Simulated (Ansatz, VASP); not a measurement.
SiO2: VASP beside Ansatz

```xyz
12
Lattice="4.9727 0.0000 0.0000 0.0000 4.9727 0.0000 0.0000 0.0000 6.9257" Properties=species:S:1:pos:R:3 pbc="T T T"
Si    1.4953    1.4953    0.0000
Si    0.9911    3.9816    1.7314
Si    3.4774    3.4774    3.4628
Si    3.9816    0.9911    5.1943
O     1.1885    0.5177    1.2376
O     1.9687    3.6748    2.9690
O     3.7842    4.4550    4.7005
O     3.0040    1.2979    6.4319
O     3.6748    1.9687    3.9567
O     4.4550    3.7842    2.2252
O     1.2979    3.0040    0.4938
O     0.5177    1.1885    5.6881
```

Alike in both runs: task electric field gradients; functional PBE; k mesh 5 × 5 × 4; occupations fermi-dirac, width 0.02 eV; no spin polarisation.

|  | VASP | Ansatz |
| --- | --- | --- |
| version | VASP 6.6.1 | Ansatz 0.2.0 |
| potentials or method | VASP PAW PBE potentials, release 64 (Si, O) | plane-wave PAW, scalar-relativistic |
| plane-wave cutoff (eV) | 520 | 420 |
| valence electrons in the cell | 64 | 64 |

Ansatz gave:

* gap on the k mesh at the Fermi level (eV): 5.79
* pressure (GPa): 7.5
* traceless stress, the component that is largest in VASP (GPa): -0.34
* rms of the force components (eV/Å): 0.238
* size of Vzz on the site where it differs most (V/Å²): 94.0

Q: Which values does VASP return?

A: gap on the k mesh at the Fermi level (eV): 5.80; pressure (GPa): 7.7; traceless stress, the component that is largest in VASP (GPa): -0.38; rms of the force components (eV/Å): 0.235; size of Vzz on the site where it differs most (V/Å²): 86.5.

Atom by atom the forces differ by 0.008 eV/Å (rms over components).
